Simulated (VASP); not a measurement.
# Al2O3 (R-3c) in VASP: a series of runs

Runs on Al2O3. Level: PBEsol. Tasks: single point.

Everything below comes from runs of VASP 6.6.1. Logs are shortened: lines on timing, memory, paths and dates and some standing lists are left out, and cuts for length are marked.

### Step 1. The cell of the first run

The structure is trigonal, space group R-3c (No. 167). The conventional cell has a = 5.015 Å, b = 5.015 Å, c = 13.673 Å, α = 90.00°, β = 90.00°, γ = 120.00°. Within 2.6 Å of Al (site symmetry 3) lie 6 O at 1.96 to 2.07 Å. O (site symmetry 2) has 4 Al at 1.96 to 2.07 Å and 8 O at 2.66 to 2.87 Å within 2.9 Å.

### Step 2. Single point, PBEsol (9.93 Å³/atom)

File INCAR:

```
PREC     = Accurate       # precision mode
ENCUT    = 520            # plane-wave cutoff, eV
EDIFF    = 1E-6           # SCF threshold, eV
ISMEAR   = 0              # smearing method
SIGMA    = 0.05           # smearing width, eV
LREAL    = False          # projectors in reciprocal space
LASPH    = True           # aspherical terms in the spheres
NELM     = 80             # most SCF steps
ALGO     = Normal         # electronic algorithm
ISIF     = 2              # what is computed and relaxed
LWAVE    = False          # write WAVECAR
LCHARG   = True           # write CHGCAR
GGA      = PS             # functional
LELF     = True           # ELF
LVHAR    = True         
NBANDS   = 35             # bands
```

File KPOINTS:

```
Automatic mesh
0
Gamma
  6 6 6
```

File POSCAR:

```
Al2O3
1.0
    2.5077297685      1.4478384569      4.5577806151
   -2.5077297685      1.4478384569      4.5577806151
    0.0000000000     -2.8956769138      4.5577806151
Al O
4 6
Direct
    0.8520350473      0.8520350473      0.8520350473
    0.6479649527      0.6479649527      0.6479649527
    0.1479649527      0.1479649527      0.1479649527
    0.3520350473      0.3520350473      0.3520350473
    0.0558571577      0.4441428423      0.7500000000
    0.7500000000      0.0558571577      0.4441428423
    0.4441428423      0.7500000000      0.0558571577
    0.9441428423      0.5558571577      0.2500000000
    0.2500000000      0.9441428423      0.5558571577
    0.5558571577      0.2500000000      0.9441428423
```

Potentials or basis: VASP PAW PBE potentials, release 64 (Al, O).

The run is started by

```bash
> cat potpaw_PBE.64/Al/POTCAR potpaw_PBE.64/O/POTCAR > POTCAR
> mpirun -np 1 vasp_std > vasp.out
```

OUTCAR:

```text
PREC = Accurate
   ENCUT = 520
   EDIFF = 1E-6
   ISMEAR = 0
   LREAL = False
   LASPH = True
   NELM = 80
   ISIF = 2
   GGA = PS

 ion  position               nearest neighbor table
   1  0.852  0.852  0.852-  10 1.96   8 1.96   9 1.96   5 2.07   7 2.07   6 2.07   2 2.79   3 2.94
                             3 2.94   3 2.94
   2  0.648  0.648  0.648-   9 1.96   8 1.96  10 1.96   5 2.07   7 2.07   6 2.07   1 2.79   4 2.94
                             4 2.94   4 2.94
   3  0.148  0.148  0.148-   7 1.96   5 1.96   6 1.96   8 2.07   9 2.07  10 2.07   4 2.79   1 2.94
                             1 2.94   1 2.94
   4  0.352  0.352  0.352-   6 1.96   5 1.96   7 1.96   8 2.07   9 2.07  10 2.07   3 2.79   2 2.94
                             2 2.94   2 2.94
   5  0.056  0.444  0.750-   3 1.96   4 1.96   1 2.07   2 2.07
   6  0.750  0.056  0.444-   4 1.96   3 1.96   1 2.07   2 2.07
   7  0.444  0.750  0.056-   3 1.96   4 1.96   1 2.07   2 2.07
   8  0.944  0.556  0.250-   1 1.96   2 1.96   3 2.07   4 2.07
   9  0.250  0.944  0.556-   2 1.96   1 1.96   3 2.07   4 2.07
  10  0.556  0.250  0.944-   1 1.96   2 1.96   3 2.07   4 2.07

  LATTYP: Found a trigonal (rhomboedric) cell.
 ALAT       =     5.3998434167
 COS(alpha) =     0.5686506643

  Lattice vectors:

 A1 = (   2.5077297685,   1.4478384569,   4.5577806151)
 A2 = (  -2.5077297685,   1.4478384569,   4.5577806151)
 A3 = (   0.0000000000,  -2.8956769138,   4.5577806151)

Analysis of symmetry for initial positions (statically):
=====================================================================
 Subroutine PRICEL returns:
 Original cell was already a primitive cell.

 Routine SETGRP: Setting up the symmetry group for a
 trigonal (rhombohedral) supercell.

 Subroutine GETGRP returns: Found 12 space group operations
 (whereof  6 operations were pure point group operations)
 out of a pool of 12 trial point group operations.

The static configuration has the point symmetry S_6 .
 The point group associated with its full space group is D_3d.

Analysis of symmetry for dynamics (positions and initial velocities):
=====================================================================
 Subroutine PRICEL returns:
 Original cell was already a primitive cell.

 Routine SETGRP: Setting up the symmetry group for a
 trigonal (rhombohedral) supercell.

 Subroutine GETGRP returns: Found 12 space group operations
 (whereof  6 operations were pure point group operations)
 out of a pool of 12 trial point group operations.

The dynamic configuration has the point symmetry S_6 .
 The point group associated with its full space group is D_3d.

 Subroutine INISYM returns: Found 12 space group operations
 (whereof  6 operations are pure point group operations),
 and found     1 'primitive' translations

----------------------------------------------------------------------------------------

                                     Primitive cell

  volume of cell :      99.2900

  direct lattice vectors                    reciprocal lattice vectors
     2.507729768  1.447838457  4.557780615     0.199383525  0.115114132  0.073135011
    -2.507729768  1.447838457  4.557780615    -0.199383525  0.115114132  0.073135011
     0.000000000 -2.895676914  4.557780615     0.000000000 -0.230228263  0.073135011

  length of vectors
     5.399843417  5.399843417  5.399843417     0.241565277  0.241565277  0.241565277

  position of ions in fractional coordinates (direct lattice)
     0.852035047  0.852035047  0.852035047
     0.647964953  0.647964953  0.647964953
     0.147964953  0.147964953  0.147964953
     0.352035047  0.352035047  0.352035047
     0.055857158  0.444142842  0.750000000
     0.750000000  0.055857158  0.444142842
     0.444142842  0.750000000  0.055857158
     0.944142842  0.555857158  0.250000000
     0.250000000  0.944142842  0.555857158
     0.555857158  0.250000000  0.944142842

  ion indices of the primitive-cell ions
   primitive index   ion index
                 1           1
                 2           2
                 3           3
                 4           4
                 5           5
                 6           6
                 7           7
                 8           8
                 9           9
                10          10

----------------------------------------------------------------------------------------

 KPOINTS: Automatic mesh

Automatic generation of k-mesh.
 Grid dimensions read from file:
 generate k-points for:    6    6    6

 Generating k-lattice:

  Cartesian coordinates                     Fractional coordinates (reciprocal lattice)
     0.033230587  0.019185689  0.012189168     0.166666667  0.000000000  0.000000000
    -0.033230587  0.019185689  0.012189168     0.000000000  0.166666667  0.000000000
     0.000000000 -0.038371377  0.012189168     0.000000000  0.000000000  0.166666667

  Length of vectors
     0.040260879  0.040260879  0.040260879

  Shift w.r.t. Gamma in fractional coordinates (k-lattice)
     0.000000000  0.000000000  0.000000000

 Subroutine IBZKPT returns following result:
 ===========================================

 Found     32 irreducible k-points:

 Following reciprocal coordinates:
            Coordinates               Weight
  0.000000  0.000000  0.000000      1.000000
  0.166667 -0.000000  0.000000      6.000000
  0.333333 -0.000000  0.000000      6.000000
  0.500000  0.000000  0.000000      3.000000
  0.166667  0.166667  0.000000      6.000000
  0.333333  0.166667  0.000000     12.000000
[... 16 lines left out ...]
  0.500000  0.500000  0.166667      6.000000
 -0.333333  0.500000  0.166667     12.000000
 [... further k-points ...]
   k-points           NKPTS =     32   k-points in BZ     NKDIM =     32   number of bands    NBANDS=     35
   number of dos      NEDOS =    301   number of ions     NIONS =     10
   total plane-waves  NPLWV =  64000
   dimension x,y,z NGX =    40 NGY =   40 NGZ =   40
   dimension x,y,z NGXF=    80 NGYF=   80 NGZF=   80
   ions per type =               4   6
   NGX,Y,Z   is equivalent  to a cutoff of  12.31, 12.31, 12.31 a.u.
   NGXF,Y,Z  is equivalent  to a cutoff of  24.63, 24.63, 24.63 a.u.
 SYSTEM =  unknown system
   PREC   = accura    normal or accurate (medium, high low for compatibility)
   ISTART =      0    job   : 0-new  1-cont  2-samecut
   ICHARG =      2    charge: 1-file 2-atom 10-const
   ISPIN  =      1    spin polarized calculation?
   LNONCOLLINEAR =      F non collinear calculations
   LSORBIT =      F    spin-orbit coupling
   LASPH  =      T    aspherical Exc in radial PAW
   ENCUT  =  520.0 eV  38.22 Ry    6.18 a.u.  10.04 10.04 10.04*2*pi/ulx,y,z
   NELM   =     80;   NELMIN=  2; NELMDL= -5     # of ELM steps
   EDIFF  = 0.1E-05   stopping-criterion for ELM
   LREAL  =      F    real-space projection
   EDIFFG = 0.1E-04   stopping-criterion for IOM
   NSW    =      0    number of steps for IOM
   IBRION =     -1    ionic relax: 0-MD 1-quasi-New 2-CG
   NFREE  =      0    steps in history (QN), initial steepest desc. (CG)
   ISIF   =      2    stress and relaxation
   ISYM   =      2    0-nonsym 1-usesym 2-fastsym
   POTIM  = 0.5000    time-step for ionic-motion
   TEBEG  =    0.0;   TEEND  =   0.0 temperature during run
   PSTRESS=    0.0 pullay stress
   NELECT =      48.0000    total number of electrons
   NUPDOWN=      -1.0000    fix difference up-down
   EMIN   =  10.00;   EMAX   =-10.00  energy-range for DOS
   EFERMI =   0.00;   METHOD = LEGACY
   ISMEAR =     0;   SIGMA  =   0.05  broadening in eV -4-tet -1-fermi 0-gaus
   EFERMI_NEDOS =   21; number of points for ismear=-14 and -15
   IALGO  =     38    algorithm
   IMIX   =      4    mixing-type and parameters
     AMIX     =   0.40;   BMIX     =  1.00
     AMIX_MAG =   1.60;   BMIX_MAG =  1.00
  volume/ion in A,a.u.               =       9.93        67.00
  Fermi-wavevector in a.u.,A,eV,Ry     =   1.284853  2.428020 22.461136  1.650847
  Thomas-Fermi vector in A             =   2.417022
   LORBIT       =      0    0 simple, 1 ext, 2 COOP (PROOUT), +10 PAW based schemes
   GGA     = PS    functional components
   LHFCALC =     F    Hartree Fock is set to
   AEXX    =    0.0000 exact exchange contribution
   IVDW    =     0    specifies the selected vdW correction
   LEPSILON=     F    determine dielectric tensor
   LRPA    =     F    only Hartree local field effects (RPA)
 non-spin polarized calculation
 Gauss-broadening in eV      SIGMA  =   0.05
  energy-cutoff  :      520.00
  volume of cell :       99.29
 maximum number of plane-waves:      2696
   NGX = 21   NGY = 21   NGZ = 21

 number of electron      47.9999995 magnetization

 Free energy of the ion-electron system (eV)
  ---------------------------------------------------
  ext. energy  EPLUGINS =         0.00000000
  ---------------------------------------------------
  free energy    TOTEN  =       -77.39337357 eV

  energy without entropy =      -77.39337357  energy(sigma->0) =      -77.39337357

 E-fermi :   4.6520     XC(G=0): -11.1892

 val. band max:        4.3926005186   @ k =  -0.1667   0.1667   0.0000
 cond. band min:       8.6985894889   @ k =   0.0000   0.0000   0.0000
 fundamental gap:      4.3059889703
 Fermi energy:         4.6520483996

 k-point     1 :       0.0000    0.0000    0.0000
  band No.  band energies     occupation
      1     -13.7060      2.00000
      2     -11.8825      2.00000
      3     -11.6794      2.00000
      4     -11.6794      2.00000
      5     -11.4154      2.00000
      6     -11.4154      2.00000
[... 27 lines left out ...]
     34      15.7212      0.00000
     35      17.1772      0.00000

 k-point     2 :       0.1667   -0.0000    0.0000
  band No.  band energies     occupation
      1     -13.5900      2.00000
      2     -11.9398      2.00000
      3     -11.7328      2.00000
      4     -11.6974      2.00000
      5     -11.4687      2.00000
      6     -11.4248      2.00000
[... 828 lines left out ...]
 k-point    24 :      -0.3333    0.5000    0.1667
  band No.  band energies     occupation
      1     -12.6693      2.00000
      2     -12.3771      2.00000
      3     -12.1712      2.00000
      4     -12.0092      2.00000
      5     -11.5637      2.00000
      6     -11.4047      2.00000
[... 27 lines left out ...]
     34      16.4568      0.00000
     35      16.6174      0.00000

 [... further k-points ...]

------------------------ aborting loop because EDIFF is reached ----------------------------------------

  FORCE on cell =-STRESS in cart. coord.  units (eV):
  Direction    XX          YY          ZZ          XY          YZ          ZX
  --------------------------------------------------------------------------------------
  -------------------------------------------------------------------------------------
  Total      -16.9749605    -16.9749605    -15.7930871      0.0000000      0.0000000      0.0000000
  in kB     -273.9137564   -273.9137564   -254.8426433      0.0000000      0.0000000      0.0000000
  external PRESSURE =    -267.5567187 kB  Pullay stress =       0.0000000 kB

 VOLUME and BASIS-vectors are now :
 -----------------------------------------------------------------------------
  energy-cutoff  :      520.00
  volume of cell :       99.29
      direct lattice vectors                 reciprocal lattice vectors
     2.507729768  1.447838457  4.557780615     0.199383525  0.115114132  0.073135011
    -2.507729768  1.447838457  4.557780615    -0.199383525  0.115114132  0.073135011
     0.000000000 -2.895676914  4.557780615     0.000000000 -0.230228263  0.073135011

 POSITION                                       TOTAL-FORCE (eV/Angst)
 -----------------------------------------------------------------------------------
      0.00000      0.00000     11.65017         0.000000     -0.000000      0.043891
      0.00000      0.00000      8.85985         0.000000     -0.000000     -0.043891
      0.00000      0.00000      2.02318         0.000000     -0.000000     -0.043891
      0.00000      0.00000      4.81350         0.000000     -0.000000      0.043891
     -0.97372     -1.44784      5.69723        -0.144087     -0.000000     -0.000000
      1.74072     -0.11934      5.69723         0.072044     -0.124783     -0.000000
     -0.76701      1.56718      5.69723         0.072044      0.124783     -0.000000
      0.97372      1.44784      7.97612         0.144087     -0.000000     -0.000000
     -1.74072      0.11934      7.97612        -0.072044      0.124783     -0.000000
      0.76701     -1.56718      7.97612        -0.072044     -0.124783     -0.000000
 -----------------------------------------------------------------------------------
    total drift:                                0.000000      0.000000     -0.000000

  FREE ENERGIE OF THE ION-ELECTRON SYSTEM (eV)
  ---------------------------------------------------
  free  energy   TOTEN  =       -77.3933735713 eV

  energy  without entropy=      -77.3933735713  energy(sigma->0) =      -77.39337357
```

It took 63 s on 1 thread of Intel Xeon Platinum 8488C (Sapphire Rapids), shared host; peak memory 0.26 GiB.

Results:

| Quantity | Value |
| --- | --- |
| Free energy | -77.3934 eV |
| Pressure | -26.8 GPa |
| Largest force | 0.144 eV/Å |
| Band gap on the k mesh | 4.31 eV |

Forces on the atoms (eV/Å):
```
Al   0.000  0.000  0.044
Al   0.000  0.000 -0.044
Al   0.000  0.000 -0.044
Al   0.000  0.000  0.044
O   -0.144  0.000  0.000
O    0.072 -0.125  0.000
O    0.072  0.125  0.000
O    0.144  0.000  0.000
O   -0.072  0.125  0.000
O   -0.072 -0.125  0.000
```

Caveat: the cell stands under tension; the PAW data sets were made with another functional, which shifts forces and pressure a little.

### Step 3. Single point, PBEsol (9.93 Å³/atom)

File INCAR:

```
ALGO = Normal
EDIFF = 1E-6
ENCUT = 520
GGA = PS
ISIF = 2
ISMEAR = 0
LASPH = True
LCHARG = False
LREAL = False
LWAVE = False
NBANDS = 35
NELM = 100
PREC = Accurate
SIGMA = 0.05
```

File KPOINTS:

```
k-points
0
Gamma
  6 6 6
```

POSCAR: that of step 2 with these lines changed.

```diff
@@ -2,5 +2,5 @@
 1.0
-    2.5077297685      1.4478384569      4.5577806151
-   -2.5077297685      1.4478384569      4.5577806151
-    0.0000000000     -2.8956769138      4.5577806151
+    2.4634520990      1.4222747325      4.7230945943
+   -2.4634520990      1.4222747325      4.7230945943
+    0.0000000000     -2.8445494649      4.7230945943
 Al O
```

Potentials or basis: VASP PAW PBE potentials, release 64 (Al, O).

The run is started by

```bash
> cat potpaw_PBE.64/Al/POTCAR potpaw_PBE.64/O/POTCAR > POTCAR
> mpirun -np 1 vasp_std > vasp.out
```

Wall time 83 s (1 thread of Intel Xeon Platinum 8488C (Sapphire Rapids), shared host); peak memory 0.28 GiB.

It converged, with:

```
Free energy            : -77.2427 eV
Pressure               : -26.2 GPa
Largest force          : 0.075 eV/Å
Band gap on the k mesh : 4.13 eV
```

Forces on the atoms (eV/Å):
```
Al   0.000  0.000 -0.075
Al   0.000  0.000  0.075
Al   0.000  0.000  0.075
Al   0.000  0.000 -0.075
O    0.012  0.000  0.000
O   -0.006  0.010  0.000
O   -0.006 -0.010  0.000
O   -0.012  0.000  0.000
O    0.006 -0.010  0.000
O    0.006  0.010  0.000
```

Stress tensor (GPa, compression positive):
```
-20.97   0.00   0.00
  0.00 -20.97   0.00
  0.00   0.00 -36.65
```

Levels at points of the mesh, in eV from the valence-band top:
```
           k point  band 22  band 23  band 24  band 25  band 26  band 27
(0.00, 0.00, 0.00)    -0.39     0.00     0.00     4.13     8.02     8.52
(0.50, 0.00, 0.00)    -0.83    -0.37    -0.37     7.29     7.29     7.95
(0.50, 0.50, 0.00)    -0.84    -0.79    -0.35     7.43     7.97     8.75
(0.50, 0.50, 0.50)    -0.24    -0.24    -0.24     6.90     6.90     9.31
```

Caveat: the stress differs along the axes, from -37 to -21 GPa; the PAW data sets were made with another functional, which shifts forces and pressure a little.

### Step 4. Single point, PBEsol (9.93 Å³/atom)

File INCAR:

```
PREC = Accurate
ENCUT = 520
EDIFF = 1E-7
ISMEAR = 0
SIGMA = 0.05
LREAL = F
LASPH = T
NELM = 60
ALGO = Normal
ISIF = 2
LWAVE = F
LCHARG = F
GGA = PS
NBANDS = 35
```

File KPOINTS:

```
regular mesh
0
Gamma
  6 6 6
```

POSCAR: that of step 3 with these lines changed.

```diff
@@ -2,5 +2,5 @@
 1.0
-    2.4634520990      1.4222747325      4.7230945943
-   -2.4634520990      1.4222747325      4.7230945943
-    0.0000000000     -2.8445494649      4.7230945943
+    2.5527922426      1.4738552884      4.3982908478
+   -2.5527922426      1.4738552884      4.3982908478
+    0.0000000000     -2.9477105769      4.3982908478
 Al O
```

The run is started by

```bash
> cat potpaw_PBE.64/Al/POTCAR potpaw_PBE.64/O/POTCAR > POTCAR
> mpirun -np 1 vasp_std > vasp.out
```

It took 75 s on 1 thread of Intel Xeon Platinum 8488C (Sapphire Rapids), shared host; peak memory 0.26 GiB.

It converged, with:

```
Free energy            : -77.1650 eV
Pressure               : -27.0 GPa
Largest force          : 0.287 eV/Å
Band gap on the k mesh : 3.94 eV
```

Forces on the atoms (eV/Å):
```
Al   0.000  0.000  0.270
Al   0.000  0.000 -0.270
Al   0.000  0.000 -0.270
Al   0.000  0.000  0.270
O   -0.287  0.000  0.000
O    0.143 -0.248  0.000
O    0.143  0.248  0.000
O    0.287  0.000  0.000
O   -0.143  0.248  0.000
O   -0.143 -0.248  0.000
```

Stress tensor (GPa, compression positive):
```
-33.21   0.00   0.00
  0.00 -33.21   0.00
  0.00   0.00 -14.55
```

Levels at points of the mesh, in eV from the valence-band top:
```csv
k point,band 21,band 22,band 23,band 24,band 25,band 26,band 27,band 28
"(0.00, 0.00, 0.00)",-0.59,-0.41,-0.41,0.00,3.94,7.22,8.65,9.40
"(0.50, 0.00, 0.00)",-0.92,-0.92,-0.35,-0.35,7.30,7.30,7.81,7.81
"(0.50, 0.50, 0.00)",-1.10,-1.07,-0.69,-0.34,7.51,7.77,7.91,8.63
"(0.50, 0.50, 0.50)",-0.68,-0.68,-0.68,-0.68,6.51,6.51,9.50,9.50
```

Caveat: the stress differs along the axes, from -33 to -15 GPa; the PAW data sets were made with another functional, which shifts forces and pressure a little. PBEsol gaps usually lie below the measured ones, often by a third to a half.

### Step 5. Overview

| cell | gap on the mesh (eV) | pressure (GPa) | largest force (eV/Å) |
| --- | --- | --- | --- |
| a = 5.400 Å, angles 55.3°, 10 atoms | 4.31 | -26.8 | 0.14 |
| a = 5.514 Å, angles 53.1°, 10 atoms | 4.13 | -26.2 | 0.08 |
| a = 5.295 Å, angles 57.7°, 10 atoms | 3.94 | -27.0 | 0.29 |

Alike in all rows: task single point; level PBEsol; potentials or basis VASP PAW PBE potentials, release 64 (Al, O); no spin polarisation; k mesh 6 × 6 × 6; cutoff (eV) 520; smearing gaussian 0.05 eV.

Caveats: the PAW data sets were made with another functional, which shifts forces and pressure a little; the cell stands under tension (at least some runs); the stress differs along the axes, from -37 to -21 GPa (at least some runs); the stress differs along the axes, from -33 to -15 GPa (at least some runs).

Absolute energies hang on the potentials; compare differences alone.
